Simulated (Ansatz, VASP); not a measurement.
## One calculation of Ni, two programs

```xyz
1
Lattice="0.0000 1.7779 1.7779 1.7779 0.0000 1.7779 1.7779 1.7779 0.0000" Properties=species:S:1:pos:R:3 pbc="T T T"
Ni    0.0000    0.0000    0.0000
```

Alike in both runs: task single point; functional LDA; k mesh 24 × 24 × 24; occupations gaussian, width 0.15 eV; no spin polarisation.

```csv
,VASP,Ansatz
version,VASP 6.6.1,Ansatz 0.2.0
potentials or method,"VASP PAW LDA potentials, release 64 (Ni), cutoff 520 eV","scalar-relativistic, plane waves, PAW"
valence electrons in the cell,10,18
```

|  | VASP | Ansatz | Ansatz less VASP |
| --- | --- | --- | --- |
| gap on the k mesh at the Fermi level (eV) | none | none | - |
| pressure (GPa) | -22.5 | -22.8 | -0.31 |

LDA's correlation is that of Perdew and Zunger in VASP and of Perdew and Wang (1992) in Ansatz. A gap of «none» marks a metal or a gap that the smearing closes. VASP's potentials hold 10 valence electrons a cell and Ansatz's 18, so a difference there can come from the potentials and not from the codes.
